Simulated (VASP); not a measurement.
# Co (Fm-3m) in VASP: a series of runs, part 2 of 3

VASP 6.6.1.

## Step 4: Relaxation of cell and atoms, PBEsol, collinear spin, ferromagnetic start

File INCAR:

```
SYSTEM = Co
PREC = Accurate
ENCUT = 600
EDIFF = 1E-7
ISMEAR = 0
SIGMA = 0.1
LREAL = .False.
LASPH = .True.
NELM = 150
ALGO = Fast
ISIF = 3
LWAVE = .False.
LCHARG = .False.
ISPIN = 2
MAGMOM = 1.94
LORBIT = 11
LMAXMIX = 4
GGA = PS
IBRION = 2
NSW = 80
EDIFFG = -0.05
```

File KPOINTS:

```
regular mesh
0
Gamma
  10 10 10
  0 0 0
```

File POSCAR:

```
Co
1.0
    0.0000000000      1.7753339114      1.7753339114
    1.7753339114      0.0000000000      1.7753339114
    1.7753339114      1.7753339114      0.0000000000
Co
1
Direct
    0.0000000000      0.0000000000      0.0000000000
```

Potentials or basis: VASP PAW PBE potentials, release 64 (Co).

Run with:

```console
cat potpaw_PBE.64/Co/POTCAR > POTCAR
mpirun -np 1 vasp_std > vasp.out
```

OUTCAR:

```text
SYSTEM = Co
   PREC = Accurate
   ENCUT = 600
   EDIFF = 1E-7
   ISMEAR = 0
   LREAL = .False.
   LASPH = .True.
   NELM = 150
   ISIF = 3
   ISPIN = 2
   LORBIT = 11
   GGA = PS
   IBRION = 2
   NSW = 80
   EDIFFG = -0.05

 ion  position               nearest neighbor table
   1  0.000  0.000  0.000-

  LATTYP: Found a face centered cubic cell.
 ALAT       =     3.5506678228

  Lattice vectors:

 A1 = (   0.0000000000,   1.7753339114,   1.7753339114)
 A2 = (   1.7753339114,   0.0000000000,   1.7753339114)
 A3 = (   1.7753339114,   1.7753339114,   0.0000000000)

Analysis of symmetry for initial positions (statically):
=====================================================================
 Subroutine PRICEL returns:
 Original cell was already a primitive cell.

 Routine SETGRP: Setting up the symmetry group for a
 face centered cubic supercell.

 Subroutine GETGRP returns: Found 48 space group operations
 (whereof 48 operations were pure point group operations)
 out of a pool of 48 trial point group operations.

The static configuration has the point symmetry O_h .

Analysis of symmetry for dynamics (positions and initial velocities):
=====================================================================
 Subroutine PRICEL returns:
 Original cell was already a primitive cell.

 Routine SETGRP: Setting up the symmetry group for a
 face centered cubic supercell.

 Subroutine GETGRP returns: Found 48 space group operations
 (whereof 48 operations were pure point group operations)
 out of a pool of 48 trial point group operations.

The dynamic configuration has the point symmetry O_h .

Analysis of structural, dynamic, and magnetic symmetry:
=====================================================================
 Subroutine PRICEL returns:
 Original cell was already a primitive cell.

 Routine SETGRP: Setting up the symmetry group for a
 face centered cubic supercell.

 Subroutine GETGRP returns: Found 48 space group operations
 (whereof 48 operations were pure point group operations)
 out of a pool of 48 trial point group operations.

The overall configuration has the point symmetry O_h .

 Subroutine INISYM returns: Found 48 space group operations
 (whereof 48 operations are pure point group operations),
 and found     1 'primitive' translations

----------------------------------------------------------------------------------------

                                     Primitive cell

  volume of cell :      11.1910

  direct lattice vectors                    reciprocal lattice vectors
     0.000000000  1.775333911  1.775333911    -0.281637160  0.281637160  0.281637160
     1.775333911  0.000000000  1.775333911     0.281637160 -0.281637160  0.281637160
     1.775333911  1.775333911  0.000000000     0.281637160  0.281637160 -0.281637160

  length of vectors
     2.510701295  2.510701295  2.510701295     0.487809870  0.487809870  0.487809870

  position of ions in fractional coordinates (direct lattice)
     0.000000000  0.000000000  0.000000000

  ion indices of the primitive-cell ions
   primitive index   ion index
                 1           1

----------------------------------------------------------------------------------------

 KPOINTS: regular mesh

Automatic generation of k-mesh.
 Grid dimensions read from file:
 generate k-points for:   10   10   10

 Generating k-lattice:

  Cartesian coordinates                     Fractional coordinates (reciprocal lattice)
    -0.028163716  0.028163716  0.028163716     0.100000000  0.000000000  0.000000000
     0.028163716 -0.028163716  0.028163716     0.000000000  0.100000000  0.000000000
     0.028163716  0.028163716 -0.028163716     0.000000000  0.000000000  0.100000000

  Length of vectors
     0.048780987  0.048780987  0.048780987

  Shift w.r.t. Gamma in fractional coordinates (k-lattice)
     0.000000000  0.000000000  0.000000000

 Subroutine IBZKPT returns following result:
 ===========================================

 Found     47 irreducible k-points:

 Following reciprocal coordinates:
            Coordinates               Weight
  0.000000  0.000000  0.000000      1.000000
  0.100000  0.000000  0.000000      8.000000
  0.200000  0.000000  0.000000      8.000000
  0.300000  0.000000  0.000000      8.000000
  0.400000  0.000000  0.000000      8.000000
  0.500000  0.000000  0.000000      4.000000
[... 16 lines left out ...]
  0.300000  0.300000  0.000000      6.000000
  0.400000  0.300000  0.000000     24.000000
 [... further k-points ...]
   k-points           NKPTS =     47   k-points in BZ     NKDIM =     47   number of bands    NBANDS=      9
   number of dos      NEDOS =    301   number of ions     NIONS =      1
   total plane-waves  NPLWV =   8000
   dimension x,y,z NGX =    20 NGY =   20 NGZ =   20
   dimension x,y,z NGXF=    40 NGYF=   40 NGZF=   40
   ions per type =               1
   NGX,Y,Z   is equivalent  to a cutoff of  13.24, 13.24, 13.24 a.u.
   NGXF,Y,Z  is equivalent  to a cutoff of  26.49, 26.49, 26.49 a.u.
 SYSTEM =  Co
   PREC   = accura    normal or accurate (medium, high low for compatibility)
   ISTART =      0    job   : 0-new  1-cont  2-samecut
   ICHARG =      2    charge: 1-file 2-atom 10-const
   ISPIN  =      2    spin polarized calculation?
   LNONCOLLINEAR =      F non collinear calculations
   LSORBIT =      F    spin-orbit coupling
   LASPH  =      T    aspherical Exc in radial PAW
   ENCUT  =  600.0 eV  44.10 Ry    6.64 a.u.   5.01  5.01  5.01*2*pi/ulx,y,z
   NELM   =    150;   NELMIN=  2; NELMDL= -5     # of ELM steps
   EDIFF  = 0.1E-06   stopping-criterion for ELM
   LREAL  =      F    real-space projection
   EDIFFG = -.5E-01   stopping-criterion for IOM
   NSW    =     80    number of steps for IOM
   IBRION =      2    ionic relax: 0-MD 1-quasi-New 2-CG
   NFREE  =      1    steps in history (QN), initial steepest desc. (CG)
   ISIF   =      3    stress and relaxation
   ISYM   =      2    0-nonsym 1-usesym 2-fastsym
   POTIM  = 0.5000    time-step for ionic-motion
   TEBEG  =    0.0;   TEEND  =   0.0 temperature during run
   PSTRESS=    0.0 pullay stress
   NELECT =       9.0000    total number of electrons
   NUPDOWN=      -1.0000    fix difference up-down
   EMIN   =  10.00;   EMAX   =-10.00  energy-range for DOS
   EFERMI =   0.00;   METHOD = LEGACY
   ISMEAR =     0;   SIGMA  =   0.10  broadening in eV -4-tet -1-fermi 0-gaus
   EFERMI_NEDOS =   21; number of points for ismear=-14 and -15
   IALGO  =     68    algorithm
   IMIX   =      4    mixing-type and parameters
     AMIX     =   0.40;   BMIX     =  1.00
     AMIX_MAG =   1.60;   BMIX_MAG =  1.00
  volume/ion in A,a.u.               =      11.19        75.52
  Fermi-wavevector in a.u.,A,eV,Ry     =   1.522412  2.876942 31.534757  2.317739
  Thomas-Fermi vector in A             =   2.630995
   LORBIT       =     11    0 simple, 1 ext, 2 COOP (PROOUT), +10 PAW based schemes
   GGA     = PS    functional components
   LHFCALC =     F    Hartree Fock is set to
   AEXX    =    0.0000 exact exchange contribution
   IVDW    =     0    specifies the selected vdW correction
   LEPSILON=     F    determine dielectric tensor
   LRPA    =     F    only Hartree local field effects (RPA)
 conjugate gradient relaxation of ions
 spin polarized calculation
 RMM-DIIS sequential band-by-band and
 Gauss-broadening in eV      SIGMA  =   0.10
  energy-cutoff  :      600.00
  volume of cell :       11.19
 maximum number of plane-waves:       388
   NGX =  9   NGY =  9   NGZ =  9

--------------------------------------- Ionic step        1  -------------------------------------------

 number of electron       9.0000003 magnetization       1.7252013

 Free energy of the ion-electron system (eV)
  ---------------------------------------------------
  ext. energy  EPLUGINS =         0.00000000
  ---------------------------------------------------
  free energy    TOTEN  =        -7.68309609 eV

  energy without entropy =       -7.67759011  energy(sigma->0) =       -7.68034310

 E-fermi :   9.7310     XC(G=0): -13.3977

 val. band max:        9.7163821992   @ k =  -0.2000   0.3000   0.1000
 cond. band min:       9.7560786077   @ k =  -0.2000   0.1000   0.0000
 fundamental gap:      0.0396964085
 Fermi energy:         9.7310453756

 spin component 1

 k-point     1 :       0.0000    0.0000    0.0000
  band No.  band energies     occupation
      1       0.8283      1.00000
      2       7.0298      1.00000
      3       7.0298      1.00000
      4       7.0298      1.00000
      5       8.0355      1.00000
      6       8.0355      1.00000
      7      32.4415      0.00000
      8      36.5554      0.00000
      9      36.5555      0.00000
[... 635 lines left out ...]
  energy  without entropy=       -7.6662649513  energy(sigma->0) =       -7.66856196

--------------------------------------- Ionic step        3  -------------------------------------------

 number of electron       8.9999998 magnetization       1.6656623

 Free energy of the ion-electron system (eV)
  ---------------------------------------------------
  ext. energy  EPLUGINS =         0.00000000
  ---------------------------------------------------
  free energy    TOTEN  =        -7.71948834 eV

  energy without entropy =       -7.71466881  energy(sigma->0) =       -7.71707857

 E-fermi :  10.7112     XC(G=0): -13.8093

 val. band max:       10.7060641785   @ k =  -0.2000   0.1000   0.0000
 cond. band min:      10.7112833277   @ k =   0.4000   0.2000   0.0000
 fundamental gap:      0.0052191492
 Fermi energy:        10.7111652839

 spin component 1

 k-point     1 :       0.0000    0.0000    0.0000
  band No.  band energies     occupation
      1       1.4068      1.00000
      2       7.9341      1.00000
      3       7.9341      1.00000
      4       7.9341      1.00000
      5       9.0887      1.00000
      6       9.0887      1.00000
      7      34.0167      0.00000
      8      38.6690      0.00000
      9      38.6690      0.00000
[... 596 lines left out ...]
  FREE ENERGIE OF THE ION-ELECTRON SYSTEM (eV)
  ---------------------------------------------------
  free  energy   TOTEN  =        -7.7194883432 eV

  energy  without entropy=       -7.7146688056  energy(sigma->0) =       -7.71707857

 reached required accuracy - stopping structural energy minimisation

 total charge

# of ion       s       p       d       tot
------------------------------------------
    1        0.509   0.562   7.277   8.348

 magnetization (x)

# of ion       s       p       d       tot
------------------------------------------
    1       -0.012  -0.043   1.725   1.670
```

OSZICAR:

```text
N       E                     dE             d eps       ncg     rms          rms(c)
DAV:   1     0.226616619936E+02    0.22662E+02   -0.46734E+03  1692   0.133E+03
DAV:   2    -0.839629015930E+01   -0.31058E+02   -0.29874E+02  1700   0.162E+02
DAV:   3    -0.892959771581E+01   -0.53331E+00   -0.52987E+00  2026   0.283E+01
[... 33 lines left out ...]
RMM:   6    -0.771946496175E+01   -0.81175E-04   -0.66283E-04  1840   0.230E-01    0.697E-02
RMM:   7    -0.771947928190E+01   -0.14320E-04   -0.11567E-04  1772   0.148E-01    0.329E-02
RMM:   8    -0.771948770304E+01   -0.84211E-05   -0.44285E-05  1911   0.537E-02    0.997E-03
RMM:   9    -0.771948825456E+01   -0.55152E-06   -0.51138E-06  1849   0.244E-02    0.340E-03
RMM:  10    -0.771948835267E+01   -0.98113E-07   -0.11877E-06  1696   0.102E-02    0.167E-03
RMM:  11    -0.771948834316E+01    0.95065E-08   -0.13220E-07  1217   0.387E-03
   3 F= -.77194883E+01 E0= -.77170786E+01  d E =-.363923E-01  mag=     1.6657
```

CONTCAR:

```text
Co
   1.00000000000000
     0.0000000000000000    1.7345925217243585    1.7345925217243585
     1.7345925217243585   -0.0000000000000000    1.7345925217243585
     1.7345925217243585    1.7345925217243585   -0.0000000000000000
  Co
     1
Direct
     0.0000000000000000    0.0000000000000000    0.0000000000000000

  0.00000000E+00  0.00000000E+00  0.00000000E+00
```

It took 22 s on 1 thread of Intel Xeon Platinum 8488C (Sapphire Rapids), shared host; peak memory 0.14 GiB.

What came out:

| Item | Value |
| --- | --- |
| Free energy | -7.7195 eV |
| Relaxed volume | 10.44 Å³/atom |
| Relaxed cell | a = 2.453 Å, b = 2.453 Å, c = 2.453 Å, α = 60.00°, β = 60.00°, γ = 60.00° |
| Space group after relaxing (to 0.05 Å) | Fm-3m (No. 225) |
| Energy gained by relaxing | 36.4 meV/atom |
| Ionic steps | 3 |
| Pressure after relaxing | -0.4 GPa |
| Net moment | 1.67 μB per cell |
| Site moments | Co +1.67 μB |
| Valence electrons inside the program's atomic spheres | Co 8.35 |

Step by step:
```csv
step,energy change (eV),largest force (eV/Å),pressure (GPa),volume (Å³)
1,0.0000,0.0000,-14.24,11.19
2,0.0122,0.0000,21.68,9.66
3,-0.0364,0.0000,-0.37,10.44
```

Final structure:
```cif
data_structure
_symmetry_space_group_name_H-M 'P 1'
_symmetry_Int_Tables_number 1
_cell_length_a 2.4531
_cell_length_b 2.4531
_cell_length_c 2.4531
_cell_angle_alpha 60.000
_cell_angle_beta 60.000
_cell_angle_gamma 60.000
_cell_volume 10.44
loop_
_atom_site_label
_atom_site_type_symbol
_atom_site_fract_x
_atom_site_fract_y
_atom_site_fract_z
_atom_site_occupancy
Co1 Co 0.00000 0.00000 0.00000 1
```

Levels at points of the mesh, in eV from the Fermi level:
Spin up:
| k point | band 2 | band 3 | band 4 | band 5 | band 6 | band 7 | band 8 | band 9 |
| --- | --- | --- | --- | --- | --- | --- | --- | --- |
| (0.00, 0.00, 0.00) | -2.78 | -2.78 | -2.78 | -1.62 | -1.62 | 23.31 | 27.96 | 27.96 |
| (0.50, 0.00, 0.00) | -2.90 | -2.90 | -0.69 | -0.69 | -0.37 | 6.45 | 21.86 | 25.54 |
| (0.50, 0.50, 0.00) | -4.85 | -0.78 | -0.42 | -0.42 | 2.53 | 9.96 | 15.23 | 15.23 |
Spin down:
```csv
k point,band 1,band 2,band 3,band 4,band 5,band 6,band 7,band 8,band 9
"(0.00, 0.00, 0.00)",-9.20,-1.17,-1.17,-1.17,0.32,0.32,23.13,28.15,28.15
"(0.50, 0.00, 0.00)",-4.46,-1.21,-1.21,-0.31,1.23,1.23,7.52,21.69,25.89
"(0.50, 0.50, 0.00)",-4.33,-3.55,1.25,1.44,1.44,2.64,10.93,15.46,15.46
```

Caveat: the PAW data sets were made with another functional, which shifts forces and pressure a little.

(Part 2 of 3 ends here.)
